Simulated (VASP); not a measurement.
Input of a VASP 6.6.1 run:

The input INCAR:

```
SYSTEM = Nb2Cu4Rh7Au3
PREC = Accurate ; ENCUT = 520
EDIFF = 1E-7 ; ISMEAR = 0
SIGMA = 0.1 ; LREAL = Auto
LASPH = .True. ; NELM = 60
ALGO = Fast ; ISIF = 2
LWAVE = .False. ; LCHARG = .True.
GGA = PS ; LELF = .True.
LVHAR = .True. ; ISYM = 0
NBANDS = 118
```

Contents of KPOINTS:

```
regular mesh
0
Gamma
  3 3 3
  0 0 0
```

File POSCAR:

```
Nb2Cu4Rh7Au3
1.0
   -3.8882430838      3.7789674973     -3.8164908888
    3.8681819339      3.7886068559      3.8461913972
    3.9291514437     -3.8086680058     -3.8870997571
Cu Nb Rh Au
4 2 7 3
Direct
    0.0080507539      0.2508549143      0.7641100020
    0.5106559320      0.7556187380      0.7573914289
    0.7427766213     -0.0021974115      0.2459882368
    0.2521460896      0.4968151579      0.2446931209
    0.9890447041      0.5059251557      0.5260492356
    1.0042738237      0.7607837975      0.2288967058
    0.2439863020      0.9800695755      0.7414142790
    0.4825809091     -0.0054567900      0.4900443224
    0.7537153579      0.4904786879      0.7488159945
    0.5056565013      0.2433704476      0.2447985042
    0.0050169923     -0.0062606942      0.0048761500
    0.5049438655      0.5090368609      0.0080204308
    0.2592152478      0.7496994281     -0.0009184374
    0.2464706311      0.2654801485      0.5087760753
    0.7383156823      0.7598904972      0.4986142383
    0.7573852291      0.2469311319      0.0036874994
```

Potentials or basis: VASP PAW PBE potentials, release 64 (Cu, Nb_sv, Rh_pv, Au).

Command:

```sh
$ cat potpaw_PBE.64/Cu/POTCAR potpaw_PBE.64/Nb_sv/POTCAR potpaw_PBE.64/Rh_pv/POTCAR potpaw_PBE.64/Au/POTCAR > POTCAR
$ mpirun -np 1 vasp_std > vasp.out
```

Question: Estimate the pressure.

Answer: 0.0 GPa.

Question: Predict the band gap on the k mesh.

Answer: Zero (bands 104 and 105 overlap by 0.50 eV).

Forces on the atoms (eV/Å):
```
Cu  -0.005 -0.005 -0.013
Cu  -0.016  0.005 -0.003
Cu  -0.004  0.012 -0.011
Cu  -0.001 -0.010 -0.007
Nb  -0.014  0.021  0.028
Nb   0.009 -0.031 -0.024
Rh   0.007  0.005  0.000
Rh   0.016  0.025  0.005
Rh   0.009 -0.036  0.002
Rh   0.002 -0.003  0.019
Rh   0.003  0.019  0.021
Rh  -0.014 -0.006 -0.010
Rh  -0.005 -0.002 -0.002
Au  -0.001 -0.006 -0.002
Au   0.000  0.008  0.000
Au   0.013  0.003 -0.003
```

Caveat: the k points lie up to 0.38 Å⁻¹ apart; the PAW data sets were made with another functional, which shifts forces and pressure a little; spin-orbit coupling is left out, which moves the levels of the heavy elements.
